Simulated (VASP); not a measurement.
Set up this calculation in VASP 6.6.1, as the native input.

* Task: single point
* Functional: LDA
* Potentials or basis: VASP PAW LDA potentials, release 64 (Ga_d)
* Cutoff: 520 eV
* k mesh: 11 × 11 × 11
* Occupations: fermi-dirac, width 0.1 eV
* Spin: no spin polarisation
* Dipole correction: no
* Further INCAR settings: ALGO = Normal; EDIFF = 1e-07; NBANDS = 20

The structure of Ga lies in POSCAR:

```
Ga
1.0
    0.0000000000      2.9482407213      2.9482407213
    2.9482407213      0.0000000000      2.9482407213
    2.9482407213      2.9482407213      0.0000000000
Ga
2
Direct
    0.1250000000      0.1250000000      0.1250000000
    0.8750000000      0.8750000000      0.8750000000
```

This cell differs from its parent crystal: volume scaled by 1.12.

These files were run (other wordings do the same):

INCAR

```
PREC = Accurate
ENCUT = 520
EDIFF = 1E-7
ISMEAR = -1
SIGMA = 0.1
LREAL = F
LASPH = T
NELM = 80
ALGO = Normal
ISIF = 2
LWAVE = F
LCHARG = F
GGA = CA
NBANDS = 20
```

KPOINTS

```
Automatic mesh
0
Gamma
  11 11 11
```

Potentials or basis: VASP PAW LDA potentials, release 64 (Ga_d).

Run with:

```bash
$ cat potpaw_LDA.64/Ga_d/POTCAR > POTCAR
$ mpirun -np 1 vasp_std > vasp.out
```

Results of the run:

| Item | Value |
| --- | --- |
| Pressure | -4.0 GPa |
| Band gap on the k mesh | zero (band 13 reaches 4.95 eV, above the bottom of band 14 at 1.24 eV) |

Wall time 34 s on 1 thread of Intel(R) Xeon(R) Platinum 8488C (Sapphire Rapids), with other jobs on the host, peak memory 0.17 GiB.
